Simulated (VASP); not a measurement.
Runs of VASP 6.6.1 on Hf4C. The structure is that of space group I4/mmm (No. 139), or close to it. The cells are those of the table. 

```csv
task,cell,k mesh,cutoff (eV),gap on the mesh (eV),pressure (GPa),relaxed volume (Å³/atom),largest force (eV/Å)
relaxation of cell and atoms,"relaxed from a = 5.181 Å, angles 130.1, 130.1, 73.2°, 5 atoms",5 × 5 × 5,600,none,0.1,(a),0.03
single point,"a = 5.650 Å, angles 132.4, 132.4, 69.6°, 5 atoms",5 × 5 × 5,520,none,-0.6,-,0.02
single point,"a = 5.887 Å, angles 94.7, 94.7, 146.9°, 5 atoms",4 × 4 × 4,520,none,0.0,-,0.02
relaxation of cell and atoms,"relaxed from a = 5.485 Å, angles 99.6, 99.6, 131.8°, 5 atoms",4 × 4 × 4,600,none,0.0,(b),0.02
single point,"a = 5.640 Å, angles 132.2, 132.2, 69.9°, 5 atoms",5 × 5 × 5,600,none,-0.8,-,0.05
```

Alike in all rows: level PBE; potentials or basis VASP PAW PBE potentials, release 64 (Hf_pv, C); no spin polarisation; smearing gaussian 0.2 eV.

Q: Fill in the values left out.

A: (a) 19.19; (b) 21.36.

Caveats: all runs use coarse meshes; spin-orbit coupling is left out, which moves the levels of the heavy elements; the relaxation stopped at a loose force limit of 0.08 eV/Å, so its end isn't a converged minimum (some runs); the volume moved by over 15 % at a fixed basis, so the end points are rough (some runs).

A k mesh can miss the band edges, and the runs leave out spin-orbit coupling on Hf.

A gap of «none» marks levels without a gap at the run's occupations.
